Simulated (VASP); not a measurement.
Here is a VASP 6.6.1 calculation.

The input INCAR:

```
ALGO = Fast
EDIFF = 1E-6
EDIFFG = -0.008
ENCUT = 600
GGA = PS
IBRION = 2
ISIF = 3
ISMEAR = 0
LASPH = T
LCHARG = F
LREAL = F
LWAVE = F
NELM = 60
NSW = 70
PREC = Accurate
PSTRESS = 50.0
SIGMA = 0.1
```

KPOINTS

```
k-points
0
Gamma
  10 10 10
```

POSCAR

```
TiCo2
1.0
    0.0000000000      3.2536565381      3.2536565381
    3.2536565381      0.0000000000      3.2536565381
    3.2536565381      3.2536565381      0.0000000000
Ti Co
2 4
Direct
    0.5000000000      0.5000000000      0.5000000000
    0.7500000000      0.7500000000      0.7500000000
    0.1250000000      0.1250000000      0.1250000000
    0.6250000000      0.1250000000      0.1250000000
    0.1250000000      0.1250000000      0.6250000000
    0.1250000000      0.6250000000      0.1250000000
```

Potentials or basis: VASP PAW PBE potentials, release 64 (Ti_sv, Co).

The run is started by

```sh
$ cat potpaw_PBE.64/Ti_sv/POTCAR potpaw_PBE.64/Co/POTCAR > POTCAR
$ mpirun -np 1 vasp_std > vasp.out
```

(1) Estimate the band gap on the k mesh.

(2) What does it give for the relaxed volume?

(3) What does it give for the relaxed cell?

## Answers

(1) zero (band 30 reaches 11.19 eV, above the bottom of band 31 at 10.37 eV).

(2) 11.45 Å³/atom.

(3) a = 4.597 Å, b = 4.597 Å, c = 4.597 Å, α = 60.00°, β = 60.00°, γ = 60.00°.

Caveat: the cell is relaxed towards a set pressure, so the enthalpy falls and the energy may rise; the PAW data sets were made with another functional, which shifts forces and pressure a little.
